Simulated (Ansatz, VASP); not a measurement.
## SnSe in VASP and in Ansatz

```
Sn Se
1.0
     0.00000    2.97275    2.97275
     2.97275    0.00000    2.97275
     2.97275    2.97275    0.00000
Sn Se
1 1
Direct
  0.00000 0.00000 0.00000
  0.50000 0.50000 0.50000
```

Alike in both runs: functional PBEsol; k mesh 8 × 8 × 8; occupations gaussian, width 0.02 eV; no spin polarisation.

Ansatz relaxed the structure, and its values are those at the end. VASP's run is a single point on that final structure, the one shown.

|  | VASP | Ansatz |
| --- | --- | --- |
| version | VASP 6.6.1 | Ansatz 0.2.0 |
| potentials or method | VASP PAW PBE potentials, release 64 (Sn_d, Se), cutoff 520 eV | scalar-relativistic, plane waves, PAW |
| valence electrons in the cell | 20 | 30 |

|  | VASP | Ansatz | Ansatz less VASP |
| --- | --- | --- | --- |
| gap on the k mesh at the Fermi level (eV) | 0.75 | 0.75 | -0.001 |
| least direct gap on the mesh (eV) | 0.82 | 0.82 | -0.002 |
| pressure (GPa) | 0.0 | 0.0 | -0.02 |

VASP's potentials were made for PBE, not for PBEsol. With one functional, cell and mesh, what is left measures potentials, basis and numerics. VASP's potentials hold 20 valence electrons a cell and Ansatz's 30, so a difference there can come from the potentials and not from the codes.
